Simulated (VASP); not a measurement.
# GaAs (F-43m) in VASP: single point with B3LYP

Aim: the single point of GaAs with B3LYP.

All numbers are computed with VASP 6.6.1; they aren't measurements. Logs are shortened: lines on timing, memory, paths and dates and some standing lists are left out, and cuts for length are marked.

## 1. The cell of the first run

It takes space group F-43m (No. 216, cubic). The conventional cell has a = 5.654 Å, b = 5.654 Å, c = 5.654 Å, α = 90.00°, β = 90.00°, γ = 90.00°. Within 3.2 Å of Ga (site symmetry -43m) lie 4 As at 2.45 Å. Within 3.2 Å of As (site symmetry -43m) lie 4 Ga at 2.45 Å.

## 2. Single point, B3LYP

Input file POSCAR:

```
GaAs
1.0
    0.0000000000      2.8268500000      2.8268500000
    2.8268500000      0.0000000000      2.8268500000
    2.8268500000      2.8268500000      0.0000000000
Ga As
1 1
Direct
    0.0000000000      0.0000000000      0.0000000000
    0.2500000000      0.2500000000      0.2500000000
```

Input file INCAR.step1:

```
SYSTEM = GaAs
  PREC = Accurate
  ENCUT = 400
  EDIFF = 1E-5
  ISMEAR = 0
  SIGMA = 0.01
  LREAL = .False.
  LASPH = .True.
  NELM = 120
  ALGO = Normal
  ISIF = 2
  LWAVE = .True.
  LCHARG = .False.
  GGA = PE
  NBANDS = 21
  GGA_COMPAT = .False.
```

Input file INCAR.step2:

```
SYSTEM = GaAs
  PREC = Accurate
  ENCUT = 400
  EDIFF = 1E-6
  ISMEAR = 0
  SIGMA = 0.01
  LREAL = .False.
  LASPH = .True.
  NELM = 120
  ALGO = Normal
  ISIF = 2
  LWAVE = .False.
  LCHARG = .False.
  GGA = B3
  LHFCALC = .True.
  AEXX = 0.2
  AGGAX = 0.72
  AGGAC = 0.81
  ALDAC = 0.19
  PRECFOCK = Normal
  ISTART = 1
  NBANDS = 21
  GGA_COMPAT = .False.
```

Input file KPOINTS:

```
Automatic mesh
0
Gamma
  4 4 4
  0 0 0
```

Potentials or basis: VASP PAW PBE potentials, release 64 (Ga_d, As_d).

Run with:

```bash
$ cat potpaw_PBE.64/Ga_d/POTCAR potpaw_PBE.64/As_d/POTCAR > POTCAR
$ cp INCAR.step1 INCAR
$ mpirun -np 1 vasp_std > vasp.out
$ cp INCAR.step2 INCAR
$ mpirun -np 1 vasp_std > vasp.out
```

OUTCAR:

```text
SYSTEM = GaAs
   PREC = Accurate
   ENCUT = 400
   EDIFF = 1E-6
   ISMEAR = 0
   LREAL = .False.
   LASPH = .True.
   NELM = 120
   ISIF = 2
   GGA = B3
   LHFCALC = .True.
   AEXX = 0.2
   PRECFOCK = Normal
   ISTART = 1

 ion  position               nearest neighbor table
   1  0.000  0.000  0.000-   2 2.45   2 2.45   2 2.45   2 2.45
   2  0.250  0.250  0.250-   1 2.45   1 2.45   1 2.45   1 2.45

  LATTYP: Found a face centered cubic cell.
 ALAT       =     5.6537000000

  Lattice vectors:

 A1 = (   0.0000000000,   2.8268500000,   2.8268500000)
 A2 = (   2.8268500000,   0.0000000000,   2.8268500000)
 A3 = (   2.8268500000,   2.8268500000,   0.0000000000)

Analysis of symmetry for initial positions (statically):
=====================================================================
 Subroutine PRICEL returns:
 Original cell was already a primitive cell.

 Routine SETGRP: Setting up the symmetry group for a
 face centered cubic supercell.

 Subroutine GETGRP returns: Found 24 space group operations
 (whereof 24 operations were pure point group operations)
 out of a pool of 48 trial point group operations.

The static configuration has the point symmetry T_d .

Analysis of symmetry for dynamics (positions and initial velocities):
=====================================================================
 Subroutine PRICEL returns:
 Original cell was already a primitive cell.

 Routine SETGRP: Setting up the symmetry group for a
 face centered cubic supercell.

 Subroutine GETGRP returns: Found 24 space group operations
 (whereof 24 operations were pure point group operations)
 out of a pool of 48 trial point group operations.

The dynamic configuration has the point symmetry T_d .

 Subroutine INISYM returns: Found 24 space group operations
 (whereof 24 operations are pure point group operations),
 and found     1 'primitive' translations

----------------------------------------------------------------------------------------

                                     Primitive cell

  volume of cell :      45.1792

  direct lattice vectors                    reciprocal lattice vectors
     0.000000000  2.826850000  2.826850000    -0.176875321  0.176875321  0.176875321
     2.826850000  0.000000000  2.826850000     0.176875321 -0.176875321  0.176875321
     2.826850000  2.826850000  0.000000000     0.176875321  0.176875321 -0.176875321

  length of vectors
     3.997769609  3.997769609  3.997769609     0.306357042  0.306357042  0.306357042

  position of ions in fractional coordinates (direct lattice)
     0.000000000  0.000000000  0.000000000
     0.250000000  0.250000000  0.250000000

  ion indices of the primitive-cell ions
   primitive index   ion index
                 1           1
                 2           2

----------------------------------------------------------------------------------------

 KPOINTS: Automatic mesh

Automatic generation of k-mesh.
 Grid dimensions read from file:
 generate k-points for:    4    4    4

 Generating k-lattice:

  Cartesian coordinates                     Fractional coordinates (reciprocal lattice)
    -0.044218830  0.044218830  0.044218830     0.250000000  0.000000000  0.000000000
     0.044218830 -0.044218830  0.044218830     0.000000000  0.250000000  0.000000000
     0.044218830  0.044218830 -0.044218830     0.000000000  0.000000000  0.250000000

  Length of vectors
     0.076589260  0.076589260  0.076589260

  Shift w.r.t. Gamma in fractional coordinates (k-lattice)
     0.000000000  0.000000000  0.000000000

 Subroutine IBZKPT returns following result:
 ===========================================

 Found      8 irreducible k-points:

 Following reciprocal coordinates:
            Coordinates               Weight
  0.000000  0.000000  0.000000      1.000000
  0.250000  0.000000  0.000000      8.000000
  0.500000  0.000000  0.000000      4.000000
  0.250000  0.250000  0.000000      6.000000
  0.500000  0.250000  0.000000     24.000000
 -0.250000  0.250000  0.000000     12.000000
  0.500000  0.500000  0.000000      3.000000
 -0.250000  0.500000  0.250000      6.000000
   k-points           NKPTS =      8   k-points in BZ     NKDIM =     64   number of bands    NBANDS=     21
   number of dos      NEDOS =    301   number of ions     NIONS =      2
   total plane-waves  NPLWV =  21952
   dimension x,y,z NGX =    28 NGY =   28 NGZ =   28
   dimension x,y,z NGXF=    56 NGYF=   56 NGZF=   56
   ions per type =               1   1
   NGX,Y,Z   is equivalent  to a cutoff of  11.64, 11.64, 11.64 a.u.
   NGXF,Y,Z  is equivalent  to a cutoff of  23.29, 23.29, 23.29 a.u.
 SYSTEM =  GaAs
   PREC   = accura    normal or accurate (medium, high low for compatibility)
   ISTART =      1    job   : 0-new  1-cont  2-samecut
   ICHARG =      0    charge: 1-file 2-atom 10-const
   ISPIN  =      1    spin polarized calculation?
   LNONCOLLINEAR =      F non collinear calculations
   LSORBIT =      F    spin-orbit coupling
   LASPH  =      T    aspherical Exc in radial PAW
   ENCUT  =  400.0 eV  29.40 Ry    5.42 a.u.   6.52  6.52  6.52*2*pi/ulx,y,z
   NELM   =    120;   NELMIN=  2; NELMDL=  0     # of ELM steps
   EDIFF  = 0.1E-05   stopping-criterion for ELM
   LREAL  =      F    real-space projection
   EDIFFG = 0.1E-04   stopping-criterion for IOM
   NSW    =      0    number of steps for IOM
   IBRION =     -1    ionic relax: 0-MD 1-quasi-New 2-CG
   NFREE  =      0    steps in history (QN), initial steepest desc. (CG)
   ISIF   =      2    stress and relaxation
   ISYM   =      3    0-nonsym 1-usesym 2-fastsym
   POTIM  = 0.5000    time-step for ionic-motion
   TEBEG  =    0.0;   TEEND  =   0.0 temperature during run
   PSTRESS=    0.0 pullay stress
   NELECT =      28.0000    total number of electrons
   NUPDOWN=      -1.0000    fix difference up-down
   EMIN   =  10.00;   EMAX   =-10.00  energy-range for DOS
   EFERMI =   0.00;   METHOD = LEGACY
   ISMEAR =     0;   SIGMA  =   0.01  broadening in eV -4-tet -1-fermi 0-gaus
   EFERMI_NEDOS =   21; number of points for ismear=-14 and -15
   IALGO  =     38    algorithm
   IMIX   =      1    mixing-type and parameters
     AMIX     =   0.40;   BMIX     =  1.00
     AMIX_MAG =   1.60;   BMIX_MAG =  1.00
  volume/ion in A,a.u.               =      22.59       152.44
  Fermi-wavevector in a.u.,A,eV,Ry     =   1.395773  2.637628 26.506623  1.948182
  Thomas-Fermi vector in A             =   2.519192
   LORBIT       =      0    0 simple, 1 ext, 2 COOP (PROOUT), +10 PAW based schemes
   GGA     = B3    functional components
   LHFCALC =     T    Hartree Fock is set to
   PRECFOCK=normal    Normal, Fast or Accurate (Low or Medium for compatibility)
   ENCUT4O =  -1.0   cutoff for four orbital integrals eV
   NKREDX  =     1    reduce k-point grid by
   NKREDY  =     1    reduce k-point grid by
   NKREDZ  =     1    reduce k-point grid by
   AEXX    =    0.2000 exact exchange contribution
   HFSCREEN=    0.0000 screening length (either q_TF or 0.3 A-1)
   HFSCREENC=   0.0000 screening length for correlation (either q_TF or 0.3 A-1)
   ENCUTFOCK=  -1.0 apply spherical cutoff to Coloumb kernel
   IVDW    =     0    specifies the selected vdW correction
   LEPSILON=     F    determine dielectric tensor
   LRPA    =     F    only Hartree local field effects (RPA)
 non-spin polarized calculation
 Gauss-broadening in eV      SIGMA  =   0.01
  energy-cutoff  :      400.00
  volume of cell :       45.18
 maximum number of plane-waves:       869
 NGX is ok and might be reduce to    28
  NGX = 20; NGY = 20; NGZ = 20

 number of electron      27.9999988 magnetization

 Free energy of the ion-electron system (eV)
  ---------------------------------------------------
  ext. energy  EPLUGINS =         0.00000000
  ---------------------------------------------------
  free energy    TOTEN  =        -8.95950062 eV

  energy without entropy =       -8.95950062  energy(sigma->0) =       -8.95950062

 E-fermi :   2.9040     XC(G=0):  -7.8985

 val. band max:        2.7483304469   @ k =   0.0000   0.0000   0.0000
 cond. band min:       4.4365788662   @ k =   0.0000   0.0000   0.0000
 fundamental gap:      1.6882484192
 Fermi energy:         2.9040373430

 k-point     1 :       0.0000    0.0000    0.0000
  band No.  band energies     occupation
      1     -35.0790      2.00000
      2     -35.0790      2.00000
      3     -35.0790      2.00000
      4     -35.0668      2.00000
      5     -35.0668      2.00000
      6     -14.2608      2.00000
[... 13 lines left out ...]
     20      14.4859      0.00000
     21      14.4859      0.00000

 k-point     2 :       0.2500    0.0000    0.0000
  band No.  band energies     occupation
      1     -35.0787      2.00000
      2     -35.0784      2.00000
      3     -35.0784      2.00000
      4     -35.0665      2.00000
      5     -35.0665      2.00000
      6     -14.2892      2.00000
[... 13 lines left out ...]
     20      13.3219      0.00000
     21      13.3219      0.00000

 k-point     3 :       0.5000    0.0000    0.0000
  band No.  band energies     occupation
      1     -35.0786      2.00000
      2     -35.0781      2.00000
      3     -35.0781      2.00000
      4     -35.0664      2.00000
      5     -35.0664      2.00000
      6     -14.3159      2.00000
[... 13 lines left out ...]
     20      16.3279      0.00000
     21      16.3279      0.00000

 k-point     4 :       0.2500    0.2500    0.0000
  band No.  band energies     occupation
      1     -35.0793      2.00000
      2     -35.0780      2.00000
      3     -35.0780      2.00000
      4     -35.0669      2.00000
      5     -35.0663      2.00000
      6     -14.3073      2.00000
[... 13 lines left out ...]
     20      15.5498      0.00000
     21      15.8183      0.00000

 k-point     5 :       0.5000    0.2500    0.0000
  band No.  band energies     occupation
      1     -35.0790      2.00000
      2     -35.0776      2.00000
      3     -35.0775      2.00000
      4     -35.0667      2.00000
      5     -35.0661      2.00000
      6     -14.3277      2.00000
[... 13 lines left out ...]
     20      16.4816      0.00000
     21      17.0446      0.00000

 k-point     6 :      -0.2500    0.2500    0.0000
  band No.  band energies     occupation
      1     -35.0785      2.00000
      2     -35.0780      2.00000
      3     -35.0780      2.00000
      4     -35.0665      2.00000
      5     -35.0664      2.00000
      6     -14.3147      2.00000
[... 13 lines left out ...]
     20      14.7194      0.00000
     21      17.1556      0.00000

 k-point     7 :       0.5000    0.5000    0.0000
  band No.  band energies     occupation
      1     -35.0796      2.00000
      2     -35.0770      2.00000
      3     -35.0770      2.00000
      4     -35.0670      2.00000
      5     -35.0657      2.00000
      6     -14.3462      2.00000
[... 13 lines left out ...]
     20      17.7986      0.00000
     21      17.8777      0.00000

 k-point     8 :      -0.2500    0.5000    0.2500
  band No.  band energies     occupation
      1     -35.0786      2.00000
      2     -35.0780      2.00000
      3     -35.0769      2.00000
      4     -35.0666      2.00000
      5     -35.0659      2.00000
      6     -14.3334      2.00000
[... 13 lines left out ...]
     20      16.7263      0.00000
     21      17.7576      0.00000

------------------------ aborting loop because EDIFF is reached ----------------------------------------

  FORCE on cell =-STRESS in cart. coord.  units (eV):
  Direction    XX          YY          ZZ          XY          YZ          ZX
  --------------------------------------------------------------------------------------
  -------------------------------------------------------------------------------------
  Total        1.2228311      1.2228311      1.2228311      0.0000000     -0.0000000      0.0000000
  in kB       43.3649421     43.3649421     43.3649421      0.0000000     -0.0000000      0.0000000
  external PRESSURE =      43.3649421 kB  Pullay stress =       0.0000000 kB

 VOLUME and BASIS-vectors are now :
 -----------------------------------------------------------------------------
  energy-cutoff  :      400.00
  volume of cell :       45.18
      direct lattice vectors                 reciprocal lattice vectors
     0.000000000  2.826850000  2.826850000    -0.176875321  0.176875321  0.176875321
     2.826850000  0.000000000  2.826850000     0.176875321 -0.176875321  0.176875321
     2.826850000  2.826850000  0.000000000     0.176875321  0.176875321 -0.176875321

 POSITION                                       TOTAL-FORCE (eV/Angst)
 -----------------------------------------------------------------------------------
      0.00000      0.00000      0.00000        -0.000000     -0.000000      0.000000
      1.41342      1.41342      1.41342         0.000000      0.000000     -0.000000
 -----------------------------------------------------------------------------------
    total drift:                               -0.000005     -0.000021     -0.000086

  FREE ENERGIE OF THE ION-ELECTRON SYSTEM (eV)
  ---------------------------------------------------
  free  energy   TOTEN  =        -8.9595006205 eV

  energy  without entropy=       -8.9595006205  energy(sigma->0) =       -8.95950062
```

It took 5.8 min on 1 thread of Intel Xeon Platinum 8559C (Emerald Rapids), shared host; peak memory 0.15 GiB.

What came out:

* Free energy: -8.9595 eV
* Pressure: 4.3 GPa
* Band gap on the k mesh: 1.69 eV

Caveat: the k points lie up to 0.48 Å⁻¹ apart; the PAW data sets were made with another functional, which shifts forces and pressure a little.
